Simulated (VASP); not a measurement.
# In3SbTe2 (P6mm) in VASP: single point with PBE

Aim: the single point of In3SbTe2 with PBE.

All numbers are computed with VASP 6.6.1; they aren't measurements. Logs are shortened: lines on timing, memory, paths and dates and some standing lists are left out, and cuts for length are marked.

**1. The cell of the first run**

The structure is hexagonal, space group P6mm (No. 183). The conventional cell has a = 6.068 Å, b = 6.068 Å, c = 6.062 Å, α = 90.00°, β = 90.00°, γ = 120.00°. Within 4.0 Å of In (site symmetry 2mm) lie 4 In at 3.03 Å and 4 Te at 3.34 to 3.66 Å and 2 Sb at 3.86 Å. Sb (site symmetry 6mm) has 6 Te at 3.53 Å and 12 In at 3.86 to 4.76 Å within 4.8 Å. Te (site symmetry 3m) has 6 In at 3.34 to 3.66 Å and 3 Te at 3.50 Å and 3 Sb at 3.53 Å within 4.4 Å.

**2. Single point, PBE**

Input file POSCAR:

```
In3SbTe2
1.0
    6.0680819224      0.0000000000      0.0000000000
   -3.0340409612      5.2551130970      0.0000000000
    0.0000000000      0.0000000000      6.0624541419
In Sb Te
3 1 2
Direct
    0.5000000000      0.0000000000      0.8386342058
    0.0000000000      0.5000000000      0.8386342058
    0.5000000000      0.5000000000      0.8386342058
    0.0000000000      0.0000000000      0.2335630415
    0.3333333333      0.6666666667      0.3080698805
    0.6666666667      0.3333333333      0.3080698805
```

Input file INCAR.step1:

```
PREC = Accurate ; ENCUT = 520
EDIFF = 1E-6 ; ISMEAR = 0
SIGMA = 0.1 ; LREAL = F
LASPH = T ; NELM = 60
ALGO = Normal ; ISIF = 2
LWAVE = F ; LCHARG = T
GGA = PE ; NBANDS = 37
```

Input file KPOINTS.step1:

```
regular mesh
0
Gamma
  6 6 6
```

Input file INCAR.step2:

```
PREC = Accurate ; ENCUT = 520
EDIFF = 1E-6 ; ISMEAR = -5
SIGMA = 0.1 ; LREAL = F
LASPH = T ; NELM = 60
ALGO = Normal ; ISIF = 2
LWAVE = F ; LCHARG = F
GGA = PE ; LORBIT = 11
NBANDS = 37 ; NEDOS = 1001
ICHARG = 11
```

Input file KPOINTS.step2:

```
regular mesh
0
Gamma
  9 9 9
```

Potentials or basis: VASP PAW PBE potentials, release 64 (In_d, Sb, Te).

Launch:

```console
$ cat potpaw_PBE.64/In_d/POTCAR potpaw_PBE.64/Sb/POTCAR potpaw_PBE.64/Te/POTCAR > POTCAR
$ cp INCAR.step1 INCAR
$ cp KPOINTS.step1 KPOINTS
$ mpirun -np 1 vasp_std > vasp.out
$ cp INCAR.step2 INCAR
$ cp KPOINTS.step2 KPOINTS
$ mpirun -np 1 vasp_std > vasp.out
```

OUTCAR:

```text
PREC = Accurate
   ENCUT = 520
   EDIFF = 1E-6
   ISMEAR = -5
   LREAL = F
   LASPH = T
   NELM = 60
   ISIF = 2
   GGA = PE
   LORBIT = 11
   ICHARG = 11

 ion  position               nearest neighbor table
   1  0.500  0.000  0.839-   2 3.03   3 3.03   3 3.03   2 3.03   5 3.34   6 3.34   5 3.66   6 3.66
                             4 3.86   4 3.86
   2  0.000  0.500  0.839-   1 3.03   1 3.03   3 3.03   3 3.03   5 3.34   6 3.34   5 3.66   6 3.66
                             4 3.86   4 3.86
   3  0.500  0.500  0.839-   1 3.03   1 3.03   2 3.03   2 3.03   5 3.34   6 3.34   5 3.66   6 3.66
                             4 3.86   4 3.86
   4  0.000  0.000  0.234-   5 3.53   6 3.53   5 3.53   6 3.53   6 3.53   5 3.53   2 3.86   2 3.86
                             3 3.86   3 3.86   1 3.86   1 3.86
   5  0.333  0.667  0.308-   1 3.34   2 3.34   3 3.34   6 3.50   6 3.50   6 3.50   4 3.53   4 3.53
                             4 3.53   1 3.66   2 3.66   3 3.66
   6  0.667  0.333  0.308-   1 3.34   2 3.34   3 3.34   5 3.50   5 3.50   5 3.50   4 3.53   4 3.53
                             4 3.53   1 3.66   2 3.66   3 3.66

  LATTYP: Found a hexagonal cell.
 ALAT       =     6.0680819224
 C/A-ratio  =     0.9990725602

  Lattice vectors:

 A1 = (   6.0680819224,   0.0000000000,   0.0000000000)
 A2 = (  -3.0340409612,   5.2551130970,   0.0000000000)
 A3 = (   0.0000000000,   0.0000000000,   6.0624541419)

Analysis of symmetry for initial positions (statically):
=====================================================================
 Subroutine PRICEL returns:
 Original cell was already a primitive cell.

 Routine SETGRP: Setting up the symmetry group for a
 hexagonal supercell.

 Subroutine GETGRP returns: Found 12 space group operations
 (whereof 12 operations were pure point group operations)
 out of a pool of 24 trial point group operations.

The static configuration has the point symmetry C_6v.

Analysis of symmetry for dynamics (positions and initial velocities):
=====================================================================
 Subroutine PRICEL returns:
 Original cell was already a primitive cell.

 Routine SETGRP: Setting up the symmetry group for a
 hexagonal supercell.

 Subroutine GETGRP returns: Found 12 space group operations
 (whereof 12 operations were pure point group operations)
 out of a pool of 24 trial point group operations.

The dynamic configuration has the point symmetry C_6v.

 Subroutine INISYM returns: Found 12 space group operations
 (whereof 12 operations are pure point group operations),
 and found     1 'primitive' translations

----------------------------------------------------------------------------------------

                                     Primitive cell

  volume of cell :     193.3223

  direct lattice vectors                    reciprocal lattice vectors
     6.068081922  0.000000000  0.000000000     0.164796720  0.095145431  0.000000000
    -3.034040961  5.255113097  0.000000000     0.000000000  0.190290862  0.000000000
     0.000000000  0.000000000  6.062454142     0.000000000  0.000000000  0.164949701

  length of vectors
     6.068081922  6.068081922  6.062454142     0.190290862  0.190290862  0.164949701

  position of ions in fractional coordinates (direct lattice)
     0.500000000  0.000000000  0.838634206
     0.000000000  0.500000000  0.838634206
     0.500000000  0.500000000  0.838634206
     0.000000000  0.000000000  0.233563041
     0.333333333  0.666666667  0.308069880
     0.666666667  0.333333333  0.308069880

  ion indices of the primitive-cell ions
   primitive index   ion index
                 1           1
                 2           2
                 3           3
                 4           4
                 5           5
                 6           6

----------------------------------------------------------------------------------------

 KPOINTS: regular mesh

Automatic generation of k-mesh.
 Grid dimensions read from file:
 generate k-points for:    9    9    9

 Generating k-lattice:

  Cartesian coordinates                     Fractional coordinates (reciprocal lattice)
     0.018310747  0.010571715  0.000000000     0.111111111 -0.000000000  0.000000000
     0.000000000  0.021143429  0.000000000     0.000000000  0.111111111  0.000000000
     0.000000000  0.000000000  0.018327745     0.000000000  0.000000000  0.111111111

  Length of vectors
     0.021143429  0.021143429  0.018327745

  Shift w.r.t. Gamma in fractional coordinates (k-lattice)
     0.000000000  0.000000000  0.000000000

 TETIRR: Found    699 inequivalent tetrahedra from     4374

 Subroutine IBZKPT returns following result:
 ===========================================

 Found     60 irreducible k-points:

 Following reciprocal coordinates:
            Coordinates               Weight
  0.000000  0.000000  0.000000      1.000000
  0.111111 -0.000000  0.000000      6.000000
  0.222222  0.000000  0.000000      6.000000
  0.333333 -0.000000  0.000000      6.000000
  0.444444  0.000000  0.000000      6.000000
  0.111111  0.111111  0.000000      6.000000
[... 16 lines left out ...]
  0.333333  0.222222  0.111111     24.000000
  0.333333  0.333333  0.111111      4.000000
 [... further k-points ...]
   k-points           NKPTS =     60   k-points in BZ     NKDIM =     60   number of bands    NBANDS=     37
   number of dos      NEDOS =   1001   number of ions     NIONS =      6
   total plane-waves  NPLWV = 110592
   dimension x,y,z NGX =    48 NGY =   48 NGZ =   48
   dimension x,y,z NGXF=    96 NGYF=   96 NGZF=   96
   ions per type =               3   1   2
   NGX,Y,Z   is equivalent  to a cutoff of  13.15, 13.15, 13.16 a.u.
   NGXF,Y,Z  is equivalent  to a cutoff of  26.30, 26.30, 26.33 a.u.
 SYSTEM =  unknown system
   PREC   = accura    normal or accurate (medium, high low for compatibility)
   ISTART =      0    job   : 0-new  1-cont  2-samecut
   ICHARG =     11    charge: 1-file 2-atom 10-const
   ISPIN  =      1    spin polarized calculation?
   LNONCOLLINEAR =      F non collinear calculations
   LSORBIT =      F    spin-orbit coupling
   LASPH  =      T    aspherical Exc in radial PAW
   ENCUT  =  520.0 eV  38.22 Ry    6.18 a.u.  11.28 11.28 11.27*2*pi/ulx,y,z
   NELM   =     60;   NELMIN=  2; NELMDL=  0     # of ELM steps
   EDIFF  = 0.1E-05   stopping-criterion for ELM
   LREAL  =      F    real-space projection
   EDIFFG = 0.1E-04   stopping-criterion for IOM
   NSW    =      0    number of steps for IOM
   IBRION =     -1    ionic relax: 0-MD 1-quasi-New 2-CG
   NFREE  =      0    steps in history (QN), initial steepest desc. (CG)
   ISIF   =      2    stress and relaxation
   ISYM   =      2    0-nonsym 1-usesym 2-fastsym
   POTIM  = 0.5000    time-step for ionic-motion
   TEBEG  =    0.0;   TEEND  =   0.0 temperature during run
   PSTRESS=    0.0 pullay stress
   NELECT =      56.0000    total number of electrons
   NUPDOWN=      -1.0000    fix difference up-down
   EMIN   =  10.00;   EMAX   =-10.00  energy-range for DOS
   EFERMI =   0.00;   METHOD = LEGACY
   ISMEAR =    -5;   SIGMA  =   0.10  broadening in eV -4-tet -1-fermi 0-gaus
   EFERMI_NEDOS =   21; number of points for ismear=-14 and -15
   IALGO  =     38    algorithm
   IMIX   =      4    mixing-type and parameters
     AMIX     =   0.40;   BMIX     =  1.00
     AMIX_MAG =   1.60;   BMIX_MAG =  1.00
  volume/ion in A,a.u.               =      32.22       217.43
  Fermi-wavevector in a.u.,A,eV,Ry     =   1.083204  2.046958 15.964131  1.173331
  Thomas-Fermi vector in A             =   2.219264
   LORBIT       =     11    0 simple, 1 ext, 2 COOP (PROOUT), +10 PAW based schemes
   GGA     = PE    functional components
   LHFCALC =     F    Hartree Fock is set to
   AEXX    =    0.0000 exact exchange contribution
   IVDW    =     0    specifies the selected vdW correction
   LEPSILON=     F    determine dielectric tensor
   LRPA    =     F    only Hartree local field effects (RPA)
 non-spin polarized calculation
 Fermi weights with tetrahedron method with Bloechl corrections
  energy-cutoff  :      520.00
  volume of cell :      193.32
 maximum number of plane-waves:      5253
 NGX is ok and might be reduce to    48

 number of electron      55.9999982 magnetization

 Free energy of the ion-electron system (eV)
  ---------------------------------------------------
  ext. energy  EPLUGINS =         0.00000000
  ---------------------------------------------------
  free energy    TOTEN  =       -16.93580968 eV

  energy without entropy =      -16.93580968  energy(sigma->0) =      -16.93580968

 E-fermi :   5.9151     XC(G=0):  -9.2576

 val. band max:        5.9931168464   @ k =   0.4444   0.1111   0.3333
 cond. band min:       5.9156672564   @ k =   0.2222   0.1111   0.1111
 fundamental gap:     -0.0774495899
 Fermi energy:         5.9151000953

 k-point     1 :       0.0000    0.0000    0.0000
  band No.  band energies     occupation
      1      -9.1895      2.00000
      2      -9.0668      2.00000
      3      -9.0668      2.00000
      4      -8.9394      2.00000
      5      -8.8312      2.00000
      6      -8.7821      2.00000
[... 29 lines left out ...]
     36      10.1059      0.00000
     37      10.9689      0.00000

 k-point     2 :       0.1111   -0.0000    0.0000
  band No.  band energies     occupation
      1      -9.1729      2.00000
      2      -9.0620      2.00000
      3      -9.0472      2.00000
      4      -8.9313      2.00000
      5      -8.8262      2.00000
      6      -8.7813      2.00000
[... 29 lines left out ...]
     36      10.2384      0.00000
     37      10.9772      0.00000
[... 838 lines left out ...]
     36      10.0746      0.00000
     37      10.4344      0.00000

 k-point    24 :       0.3333    0.3333    0.1111
  band No.  band energies     occupation
      1      -8.9713      2.00000
      2      -8.9067      2.00000
      3      -8.9067      2.00000
      4      -8.7979      2.00000
      5      -8.7979      2.00000
      6      -8.7560      2.00000
[... 29 lines left out ...]
     36       9.7014      0.00000
     37      10.8216      0.00000

 [... further k-points ...]

------------------------ aborting loop because EDIFF is reached ----------------------------------------

  FORCE on cell =-STRESS in cart. coord.  units (eV):
  Direction    XX          YY          ZZ          XY          YZ          ZX
  --------------------------------------------------------------------------------------
  -------------------------------------------------------------------------------------
  Total       -0.2429144     -0.2429144     -0.0737072      0.0000000      0.0000000      0.0000000
  in kB       -2.0131767     -2.0131767     -0.6108553      0.0000000      0.0000000      0.0000000
  external PRESSURE =      -1.5457362 kB  Pullay stress =       0.0000000 kB

 VOLUME and BASIS-vectors are now :
 -----------------------------------------------------------------------------
  energy-cutoff  :      520.00
  volume of cell :      193.32
      direct lattice vectors                 reciprocal lattice vectors
     6.068081922  0.000000000  0.000000000     0.164796720  0.095145431  0.000000000
    -3.034040961  5.255113097  0.000000000     0.000000000  0.190290862  0.000000000
     0.000000000  0.000000000  6.062454142     0.000000000  0.000000000  0.164949701

 POSITION                                       TOTAL-FORCE (eV/Angst)
 -----------------------------------------------------------------------------------
      3.03404      0.00000      5.08418         0.000000      0.000000     -0.003494
     -1.51702      2.62756      5.08418         0.000000      0.000000     -0.003494
      1.51702      2.62756      5.08418         0.000000      0.000000     -0.003494
      0.00000      0.00000      1.41597         0.000000      0.000000      0.005139
     -0.00000      3.50341      1.86766        -0.000000      0.000000      0.002671
      3.03404      1.75170      1.86766         0.000000     -0.000000      0.002671
 -----------------------------------------------------------------------------------
    total drift:                                0.000000      0.000000     -0.000328

  FREE ENERGIE OF THE ION-ELECTRON SYSTEM (eV)
  ---------------------------------------------------
  free  energy   TOTEN  =       -16.9358096772 eV

  energy  without entropy=      -16.9358096772  energy(sigma->0) =      -16.93580968

 total charge

# of ion       s       p       d       tot
------------------------------------------
    1        1.061   0.418   9.856  11.334
    2        1.061   0.418   9.856  11.334
    3        1.061   0.418   9.856  11.334
    4        1.266   0.962   0.018   2.246
    5        1.418   1.834   0.030   3.282
    6        1.418   1.834   0.030   3.282
--------------------------------------------------
tot          7.285   5.884  29.644  42.813
```

It took 6 min on 1 thread of Intel Xeon Platinum 8488C (Sapphire Rapids), shared host; peak memory 0.57 GiB.

What came out:

- Valence electrons inside the program's atomic spheres: In 11.33; Sb 2.25; Te 3.28

Caveat: spin-orbit coupling is left out, which moves the levels of the heavy elements; tetrahedron occupations give inexact forces and stress in metals.
